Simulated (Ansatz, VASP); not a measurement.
**One calculation of NiO, two programs**

```xyz
2
Lattice="0.0000 2.0893 2.0893 2.0893 0.0000 2.0893 2.0893 2.0893 0.0000" Properties=species:S:1:pos:R:3 pbc="T T T"
Ni    0.0000    0.0000    0.0000
O     3.1340    3.1340    3.1340
```

Change from the starting cell: volume scaled by 1.04.

Alike in both runs: task single point; functional PBE; k mesh 11 × 11 × 11; occupations fermi-dirac, width 0.05 eV; collinear spin.

|  | VASP | Ansatz |
| --- | --- | --- |
| version | VASP 6.6.1 | Ansatz 0.2.0 |
| potentials or method | VASP PAW PBE potentials, release 64 (Ni, O), cutoff 520 eV | all-electron LAPW, scalar-relativistic |

Ansatz gave:

```
gap on the k mesh at the Fermi level (eV)                     : none
pressure (GPa)                                                : 46.7
net moment per atom (μB)                                      : 0.65
size of the moment on the site where the two differ most (μB) : 1.02
```

Q: Estimate VASP's values.

A: gap on the k mesh at the Fermi level (eV): none; pressure (GPa): 46.7; net moment per atom (μB): 0.61; size of the moment on the site where the two differ most (μB): 0.96.

Site moments also hang on the region over which each program counts them. A gap of «none» marks a metal or a gap that the smearing closes. Both programs put the cell under a high pressure, so it lies far from rest at this level. Ansatz ran all-electron here, and VASP with PAW potentials.
